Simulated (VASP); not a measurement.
# Si7O16 (a cell with a defect) in VASP: further runs

Runs on Si7O16 (a cell with a defect). Level: PBEsol. Tasks: single point.

All numbers are computed with VASP 6.6.1; they aren't measurements. Logs are shortened: lines on timing, memory, paths and dates and some standing lists are left out, and cuts for length are marked.

### Step 1. The cell of the first run

The cell holds a defect, 23 atoms: a = 5.872 Å, b = 5.872 Å, c = 5.318 Å, α = 90.00°, β = 90.00°, γ = 90.00°.

### Step 2. Single point, PBEsol

Contents of INCAR:

```
PREC = Accurate
ENCUT = 520
EDIFF = 1E-6
ISMEAR = 0
SIGMA = 0.05
LREAL = Auto
LASPH = True
NELM = 60
ALGO = Normal
ISIF = 2
LWAVE = False
LCHARG = False
GGA = PS
NBANDS = 79
```

Contents of KPOINTS:

```
Automatic mesh
0
Gamma
  2 2 2
```

Contents of POSCAR:

```
Si7O16
1.0
   -4.1520000000     -4.1520000000      0.0000000000
    4.1520000000     -4.1520000000      0.0000000000
    0.0000000000      0.0000000000      5.3180000000
Si O
7 16
Direct
    0.5000000000      0.5000000000     -0.0008813464
    0.0000000000      0.5000000000      0.2500000000
    0.5000000000      0.5000000000      0.5008813464
    0.0000000000      0.5000000000      0.7500000000
    0.0000000000      0.0000000000      0.0024936066
    0.5000000000      0.0000000000      0.7500000000
    0.0000000000      0.0000000000      0.4975063934
    0.1938894509      0.5000000000     -0.0017997367
    0.0000000000      0.1965515414      0.2500000000
    0.8061105491      0.5000000000     -0.0017997367
    0.0000000000      0.8034484586      0.2500000000
    0.1938894509      0.5000000000      0.5017997367
    0.0000000000      0.1986589595      0.7500000000
    0.8061105491      0.5000000000      0.5017997367
    0.0000000000      0.8013410405      0.7500000000
    0.7063357418      0.0000000000     -0.0162389996
    0.5000000000      0.6849373796      0.2500000000
    0.2936642582      0.0000000000     -0.0162389996
    0.5000000000      0.3150626204      0.2500000000
    0.7063357418      0.0000000000      0.5162389996
    0.5000000000      0.6942194123      0.7500000000
    0.2936642582      0.0000000000      0.5162389996
    0.5000000000      0.3057805877      0.7500000000
```

Potentials or basis: VASP PAW PBE potentials, release 64 (Si, O).

Command:

```bash
cat potpaw_PBE.64/Si/POTCAR potpaw_PBE.64/O/POTCAR > POTCAR
mpirun -np 1 vasp_std > vasp.out
```

OUTCAR:

```text
PREC = Accurate
   ENCUT = 520
   EDIFF = 1E-6
   ISMEAR = 0
   LREAL = Auto
   LASPH = True
   NELM = 60
   ISIF = 2
   GGA = PS

 ion  position               nearest neighbor table
   1  0.500  0.500  0.999-  17 1.72  19 1.72  21 1.75  23 1.75   8 1.80  10 1.80   3 2.65   3 2.67

   2  0.000  0.500  0.250-   8 1.76  10 1.76  12 1.76  14 1.76   9 1.78  11 1.78   4 2.66   4 2.66

   3  0.500  0.500  0.501-  17 1.72  19 1.72  21 1.75  23 1.75  12 1.80  14 1.80   1 2.65   1 2.67

   4  0.000  0.500  0.750-   8 1.74  10 1.74  12 1.74  14 1.74  13 1.77  15 1.77   2 2.66   2 2.66

   5  0.000  0.000  0.002-  16 1.73  18 1.73   9 1.75  11 1.75  13 1.78  15 1.78   7 2.63   7 2.69

   6  0.500  0.000  0.750-  16 1.74  18 1.74  20 1.74  22 1.74  21 1.80  23 1.80
   7  0.000  0.000  0.498-  20 1.73  22 1.73   9 1.75  11 1.75  13 1.78  15 1.78   5 2.63   5 2.69

   8  0.194  0.500  0.998-   4 1.74   2 1.76   1 1.80
   9  0.000  0.197  0.250-   5 1.75   7 1.75   2 1.78
  10  0.806  0.500  0.998-   4 1.74   2 1.76   1 1.80
  11  0.000  0.803  0.250-   5 1.75   7 1.75   2 1.78
  12  0.194  0.500  0.502-   4 1.74   2 1.76   3 1.80
  13  0.000  0.199  0.750-   4 1.77   5 1.78   7 1.78
  14  0.806  0.500  0.502-   4 1.74   2 1.76   3 1.80
  15  0.000  0.801  0.750-   4 1.77   5 1.78   7 1.78
  16  0.706  0.000  0.984-   5 1.73   6 1.74
  17  0.500  0.685  0.250-   1 1.72   3 1.72
  18  0.294  0.000  0.984-   5 1.73   6 1.74
  19  0.500  0.315  0.250-   1 1.72   3 1.72
  20  0.706  0.000  0.516-   7 1.73   6 1.74
  21  0.500  0.694  0.750-   1 1.75   3 1.75   6 1.80
  22  0.294  0.000  0.516-   7 1.73   6 1.74
  23  0.500  0.306  0.750-   1 1.75   3 1.75   6 1.80

  LATTYP: Found a simple tetragonal cell.
 ALAT       =     5.8718147110
 C/A-ratio  =     0.9056825295

  Lattice vectors:

 A1 = (  -4.1520000000,  -4.1520000000,   0.0000000000)
 A2 = (   4.1520000000,  -4.1520000000,   0.0000000000)
 A3 = (   0.0000000000,   0.0000000000,   5.3180000000)

Analysis of symmetry for initial positions (statically):
=====================================================================
 Subroutine PRICEL returns:
 Original cell was already a primitive cell.

 Routine SETGRP: Setting up the symmetry group for a
 simple tetragonal supercell.

 Subroutine GETGRP returns: Found  8 space group operations
 (whereof  4 operations were pure point group operations)
 out of a pool of 16 trial point group operations.

The static configuration has the point symmetry C_2v.
 The point group associated with its full space group is D_2h.

Analysis of symmetry for dynamics (positions and initial velocities):
=====================================================================
 Subroutine PRICEL returns:
 Original cell was already a primitive cell.

 Routine SETGRP: Setting up the symmetry group for a
 simple tetragonal supercell.

 Subroutine GETGRP returns: Found  8 space group operations
 (whereof  4 operations were pure point group operations)
 out of a pool of 16 trial point group operations.

The dynamic configuration has the point symmetry C_2v.
 The point group associated with its full space group is D_2h.

 Subroutine INISYM returns: Found  8 space group operations
 (whereof  4 operations are pure point group operations),
 and found     1 'primitive' translations

----------------------------------------------------------------------------------------

                                     Primitive cell

  volume of cell :     183.3551

  direct lattice vectors                    reciprocal lattice vectors
    -4.152000000 -4.152000000  0.000000000    -0.120423892 -0.120423892  0.000000000
     4.152000000 -4.152000000  0.000000000     0.120423892 -0.120423892  0.000000000
     0.000000000  0.000000000  5.318000000     0.000000000  0.000000000  0.188040617

  length of vectors
     5.871814711  5.871814711  5.318000000     0.170305101  0.170305101  0.188040617

  position of ions in fractional coordinates (direct lattice)
     0.500000000  0.500000000  0.999118654
     0.000000000  0.500000000  0.250000000
     0.500000000  0.500000000  0.500881346
     0.000000000  0.500000000  0.750000000
     0.000000000  0.000000000  0.002493607
     0.500000000  0.000000000  0.750000000
[... 15 lines left out ...]
     0.293664258  0.000000000  0.516239000
     0.500000000  0.305780588  0.750000000

  ion indices of the primitive-cell ions
   primitive index   ion index
                 1           1
                 2           2
                 3           3
                 4           4
                 5           5
                 6           6
[... 15 lines left out ...]
                22          22
                23          23

----------------------------------------------------------------------------------------

 KPOINTS: Automatic mesh

Automatic generation of k-mesh.
 Grid dimensions read from file:
 generate k-points for:    2    2    2

 Generating k-lattice:

  Cartesian coordinates                     Fractional coordinates (reciprocal lattice)
    -0.060211946 -0.060211946  0.000000000     0.500000000  0.000000000  0.000000000
     0.060211946 -0.060211946  0.000000000     0.000000000  0.500000000  0.000000000
     0.000000000  0.000000000  0.094020308     0.000000000  0.000000000  0.500000000

  Length of vectors
     0.085152551  0.085152551  0.094020308

  Shift w.r.t. Gamma in fractional coordinates (k-lattice)
     0.000000000  0.000000000  0.000000000

 Subroutine IBZKPT returns following result:
 ===========================================

 Found      8 irreducible k-points:

 Following reciprocal coordinates:
            Coordinates               Weight
  0.000000  0.000000  0.000000      1.000000
  0.500000  0.000000  0.000000      1.000000
  0.000000  0.500000  0.000000      1.000000
  0.500000  0.500000  0.000000      1.000000
  0.000000  0.000000  0.500000      1.000000
  0.500000  0.000000  0.500000      1.000000
  0.000000  0.500000  0.500000      1.000000
  0.500000  0.500000  0.500000      1.000000
   k-points           NKPTS =      8   k-points in BZ     NKDIM =      8   number of bands    NBANDS=     79
   number of dos      NEDOS =    301   number of ions     NIONS =     23
   total plane-waves  NPLWV =  92160
   dimension x,y,z NGX =    48 NGY =   48 NGZ =   40
   dimension x,y,z NGXF=    96 NGYF=   96 NGZF=   80
   ions per type =               7  16
   NGX,Y,Z   is equivalent  to a cutoff of  13.59, 13.59, 12.50 a.u.
   NGXF,Y,Z  is equivalent  to a cutoff of  27.18, 27.18, 25.01 a.u.
 SYSTEM =  unknown system
   PREC   = accura    normal or accurate (medium, high low for compatibility)
   ISTART =      0    job   : 0-new  1-cont  2-samecut
   ICHARG =      2    charge: 1-file 2-atom 10-const
   ISPIN  =      1    spin polarized calculation?
   LNONCOLLINEAR =      F non collinear calculations
   LSORBIT =      F    spin-orbit coupling
   LASPH  =      T    aspherical Exc in radial PAW
   ENCUT  =  520.0 eV  38.22 Ry    6.18 a.u.  10.92 10.92  9.89*2*pi/ulx,y,z
   NELM   =     60;   NELMIN=  2; NELMDL= -5     # of ELM steps
   EDIFF  = 0.1E-05   stopping-criterion for ELM
   LREAL  =      T    real-space projection
   EDIFFG = 0.1E-04   stopping-criterion for IOM
   NSW    =      0    number of steps for IOM
   IBRION =     -1    ionic relax: 0-MD 1-quasi-New 2-CG
   NFREE  =      0    steps in history (QN), initial steepest desc. (CG)
   ISIF   =      2    stress and relaxation
   ISYM   =      2    0-nonsym 1-usesym 2-fastsym
   POTIM  = 0.5000    time-step for ionic-motion
   TEBEG  =    0.0;   TEEND  =   0.0 temperature during run
   PSTRESS=    0.0 pullay stress
   NELECT =     124.0000    total number of electrons
   NUPDOWN=      -1.0000    fix difference up-down
   EMIN   =  10.00;   EMAX   =-10.00  energy-range for DOS
   EFERMI =   0.00;   METHOD = LEGACY
   ISMEAR =     0;   SIGMA  =   0.05  broadening in eV -4-tet -1-fermi 0-gaus
   EFERMI_NEDOS =   21; number of points for ismear=-14 and -15
   IALGO  =     38    algorithm
   IMIX   =      4    mixing-type and parameters
     AMIX     =   0.40;   BMIX     =  1.00
     AMIX_MAG =   1.60;   BMIX_MAG =  1.00
  volume/ion in A,a.u.               =       7.97        53.80
  Fermi-wavevector in a.u.,A,eV,Ry     =   1.436981  2.715501 28.094869  2.064915
  Thomas-Fermi vector in A             =   2.556109
   LORBIT       =      0    0 simple, 1 ext, 2 COOP (PROOUT), +10 PAW based schemes
   GGA     = PS    functional components
   LHFCALC =     F    Hartree Fock is set to
   AEXX    =    0.0000 exact exchange contribution
   IVDW    =     0    specifies the selected vdW correction
   LEPSILON=     F    determine dielectric tensor
   LRPA    =     F    only Hartree local field effects (RPA)
 non-spin polarized calculation
 Gauss-broadening in eV      SIGMA  =   0.05
  energy-cutoff  :      520.00
  volume of cell :      183.36
 maximum number of plane-waves:      4960
 NGX is ok and might be reduce to    48
   NGX = 21   NGY = 21   NGZ = 19

 number of electron     123.9999933 magnetization

 Free energy of the ion-electron system (eV)
  ---------------------------------------------------
  ext. energy  EPLUGINS =         0.00000000
  ---------------------------------------------------
  free energy    TOTEN  =      -175.27222328 eV

  energy without entropy =     -175.24860733  energy(sigma->0) =     -175.26041530

 E-fermi :   6.4532     XC(G=0): -12.3020

 val. band max:        6.4488528093   @ k =   0.0000   0.0000   0.5000
 cond. band min:       6.4571186465   @ k =   0.5000   0.5000   0.0000
 fundamental gap:      0.0082658372
 Fermi energy:         6.4532101283

 k-point     1 :       0.0000    0.0000    0.0000
  band No.  band energies     occupation
      1     -15.6239      2.00000
      2     -13.9583      2.00000
      3     -13.3290      2.00000
      4     -13.0440      2.00000
      5     -12.8777      2.00000
      6     -12.5214      2.00000
[... 66 lines left out ...]
     73      16.9116      0.00000
     74      17.3161      0.00000
[... 537 lines left out ...]
     73      17.6594      0.00000
     74      17.6958      0.00000
 [bands above 74 left out]

------------------------ aborting loop because EDIFF is reached ----------------------------------------

  FORCE on cell =-STRESS in cart. coord.  units (eV):
  Direction    XX          YY          ZZ          XY          YZ          ZX
  --------------------------------------------------------------------------------------
  -------------------------------------------------------------------------------------
  Total       10.6216856     10.6216856     14.3920081     -0.4530596      0.0000000      0.0000000
  in kB       92.8134696     92.8134696    125.7589663     -3.9588851      0.0000000      0.0000000
  external PRESSURE =     103.7953019 kB  Pullay stress =       0.0000000 kB

 VOLUME and BASIS-vectors are now :
 -----------------------------------------------------------------------------
  energy-cutoff  :      520.00
  volume of cell :      183.36
      direct lattice vectors                 reciprocal lattice vectors
    -4.152000000 -4.152000000  0.000000000    -0.120423892 -0.120423892  0.000000000
     4.152000000 -4.152000000  0.000000000     0.120423892 -0.120423892  0.000000000
     0.000000000  0.000000000  5.318000000     0.000000000  0.000000000  0.188040617

 POSITION                                       TOTAL-FORCE (eV/Angst)
 -----------------------------------------------------------------------------------
      0.00000     -4.15200      5.31331         0.000000     -0.000000     -0.051135
      2.07600     -2.07600      1.32950         0.000000     -0.000000      0.000000
      0.00000     -4.15200      2.66369         0.000000     -0.000000      0.051135
      2.07600     -2.07600      3.98850         0.000000     -0.000000      0.000000
      0.00000      0.00000      0.01326         0.000000     -0.000000      0.006043
     -2.07600     -2.07600      3.98850         0.000000     -0.000000      0.000000
[... 15 lines left out ...]
     -1.21929     -1.21929      2.74536        -0.006480     -0.006480     -0.015715
     -0.80640     -3.34560      3.98850        -0.029663      0.029663      0.000000
 -----------------------------------------------------------------------------------
    total drift:                               -0.000000     -0.000000     -0.000000

  FREE ENERGIE OF THE ION-ELECTRON SYSTEM (eV)
  ---------------------------------------------------
  free  energy   TOTEN  =      -175.2722232780 eV

  energy  without entropy=     -175.2486073265  energy(sigma->0) =     -175.26041530
```

Wall time 5.9 min (1 thread of Intel Xeon 8259CL, shared host); peak memory 0.31 GiB.

What came out:

```yaml
Free_energy: -175.2722 eV
Pressure: 10.4 GPa
Largest_force: 0.087 eV/Å
Band_gap_on_the_k_mesh: zero (bands 62 and 63 overlap by 0.29 eV)
```

Forces on the atoms (eV/Å):
```
Si   0.000  0.000 -0.051
Si   0.000  0.000  0.000
Si   0.000  0.000  0.051
Si   0.000  0.000  0.000
Si   0.000  0.000  0.006
Si   0.000  0.000  0.000
Si   0.000  0.000 -0.006
O   -0.023 -0.023  0.009
O    0.013 -0.013  0.000
O    0.023  0.023  0.009
O   -0.013  0.013  0.000
O   -0.023 -0.023 -0.009
O    0.005 -0.005  0.000
O    0.023  0.023 -0.009
O   -0.005  0.005  0.000
O    0.006  0.006  0.016
O    0.061 -0.061  0.000
O   -0.006 -0.006  0.016
O   -0.061  0.061  0.000
O    0.006  0.006 -0.016
O    0.030 -0.030  0.000
O   -0.006 -0.006 -0.016
O   -0.030  0.030  0.000
```

Caveat: the k points lie up to 0.59 Å⁻¹ apart; the PAW data sets were made with another functional, which shifts forces and pressure a little.

### Step 3. Single point, PBEsol

Contents of INCAR:

```
  PREC = Accurate
  ENCUT = 520
  EDIFF = 1E-6
  ISMEAR = 0
  SIGMA = 0.05
  LREAL = Auto
  LASPH = True
  NELM = 60
  ALGO = Normal
  ISIF = 2
  LWAVE = False
  LCHARG = False
  GGA = PS
  NBANDS = 79
```

Contents of KPOINTS:

```
regular mesh
0
Gamma
  2 2 2
```

Contents of POSCAR:

```
Si7O16
1.0
   -4.1520000000     -4.1520000000      0.0000000000
    4.1520000000     -4.1520000000      0.0000000000
    0.0000000000      0.0000000000      5.3180000000
Si O
7 16
Direct
    0.4990738283      0.5001794802      0.0023582724
   -0.0008591534      0.5001504132      0.2513871919
    0.4991194101      0.5001424757      0.5005313353
   -0.0008936945      0.5000922668      0.7514011339
   -0.0008248910      0.0000711165     -0.0010842452
    0.4989830691      0.0002072117      0.2514515034
   -0.0009163803      0.0000659087      0.5038269832
    0.1929989950      0.5001108559      0.0031307169
   -0.0009419040      0.1987460532      0.2513246931
    0.8052035112      0.5001209571      0.0031824824
   -0.0008995664      0.8014256210      0.2513241649
    0.1930049638      0.5000911965      0.4996625667
   -0.0009792767      0.1966194825      0.7513995565
    0.8052300095      0.5001057807      0.4996226528
   -0.0009620123      0.8035686571      0.7513940113
    0.7054568212      0.0002015415      0.0177771021
    0.4991088191      0.6944262019      0.2514350105
    0.2928274548      0.0002319074      0.0175508971
    0.4991065436      0.3059216185      0.2514227298
    0.7054003784      0.0001829887      0.4851529193
    0.4991565732      0.6849911392      0.7514245761
    0.2926948434      0.0002155189      0.4851874575
    0.4991526580      0.3152951072      0.7514400881
```

Potentials or basis: VASP PAW PBE potentials, release 64 (Si, O).

Command:

```bash
cat potpaw_PBE.64/Si/POTCAR potpaw_PBE.64/O/POTCAR > POTCAR
mpirun -np 1 vasp_std > vasp.out
```

Wall time 2.8 min (1 thread of AMD EPYC 9R45 (Zen 5), shared host); peak memory 0.28 GiB.

Results (log left out):

| Item | Value |
| --- | --- |
| Free energy | -175.2722 eV |
| Pressure | 10.4 GPa |
| Largest force | 0.099 eV/Å |
| Band gap on the k mesh | zero (bands 62 and 63 overlap by 0.29 eV) |

Forces in eV/Å, atoms in the order of the input:
```
Si  -0.006 -0.003  0.047
Si  -0.001  0.007  0.000
Si  -0.001 -0.003 -0.054
Si   0.002  0.004 -0.002
Si   0.007  0.002 -0.019
Si  -0.011 -0.007 -0.002
Si   0.007  0.001  0.017
O   -0.022 -0.022  0.003
O    0.007 -0.011  0.007
O    0.023  0.023 -0.002
O   -0.007  0.004  0.007
O   -0.025 -0.026  0.000
O    0.015 -0.019  0.002
O    0.024  0.022  0.002
O   -0.017  0.015  0.002
O    0.008  0.011 -0.020
O    0.027 -0.021  0.000
O   -0.008 -0.005 -0.020
O   -0.022  0.027  0.001
O    0.007  0.008  0.017
O    0.071 -0.069  0.001
O   -0.011 -0.009  0.014
O   -0.068  0.069  0.002
```

Stress tensor (GPa, compression positive):
```
 9.30 -0.41  0.00
-0.41  9.30  0.00
 0.00  0.00 12.61
```

Levels at points of the mesh, in eV from the Fermi level:
```tsv
k point	band 60	band 61	band 62	band 63	band 64	band 65
(0.00, 0.00, 0.00)	-0.07	-0.05	0.03	0.22	0.72	6.75
(0.50, 0.00, 0.00)	-0.53	-0.44	-0.18	0.31	0.33	7.39
(0.00, 0.50, 0.00)	-0.24	-0.07	-0.05	-0.04	0.09	7.64
(0.50, 0.50, 0.00)	-0.32	-0.20	0.00	0.11	0.33	8.33
(0.00, 0.00, 0.50)	-0.27	-0.10	-0.09	0.00	0.09	8.44
(0.50, 0.00, 0.50)	-0.15	-0.12	-0.12	-0.01	0.05	8.50
(0.00, 0.50, 0.50)	-0.12	0.01	0.12	0.16	0.30	8.86
(0.50, 0.50, 0.50)	-0.46	-0.46	-0.36	-0.16	0.15	9.66
```

Caveat: the k points lie up to 0.59 Å⁻¹ apart; the PAW data sets were made with another functional, which shifts forces and pressure a little.

(Continued in part 2 of 2.)
